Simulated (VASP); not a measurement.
A run of VASP 6.6.1 is set up as follows.

INCAR

```
PREC = Accurate ; ENCUT = 520
EDIFF = 1E-6 ; ISMEAR = 0
SIGMA = 0.15 ; LREAL = False
LASPH = True ; NELM = 100
ALGO = Normal ; ISIF = 2
LWAVE = False ; LCHARG = False
GGA = PE ; NBANDS = 16
```

KPOINTS

```
Automatic mesh
0
Gamma
  18 18 16
```

File POSCAR:

```
WC
1.0
    2.9005014360      0.0000000000      0.0000000000
   -1.4502507180      2.5119079273      0.0000000000
    0.0000000000      0.0000000000      2.8290000000
W C
1 1
Direct
    0.0000000000      0.0000000000      0.0000000000
    0.6058409928      0.3029204964      0.4543807446
```

Potentials or basis: VASP PAW PBE potentials, release 64 (W_sv, C).

Launch:

```bash
$ cat potpaw_PBE.64/W_sv/POTCAR potpaw_PBE.64/C/POTCAR > POTCAR
$ mpirun -np 1 vasp_std > vasp.out
```

Problem. Estimate the band gap on the k mesh.

Solution. Zero (band 9 reaches 11.73 eV, above the bottom of band 10 at 10.84 eV).

Problem. Predict the pressure.

Solution. 17.5 GPa.

Problem. Estimate the largest force.

Solution. 3.564 eV/Å.

Forces on the atoms (eV/Å):
```
W   -2.470 -1.426 -2.138
C    2.470  1.426  2.138
```

Caveat: the cell differs from its parent crystal (all C atoms moved +0.200 Å, as atom 2 towards its neighbour atom 1 (W) at 2.192 Å); spin-orbit coupling is left out, which moves the levels of the heavy elements; forces of over 1 eV/Å act on the atoms, so gaps and moduli don't describe the material at rest.
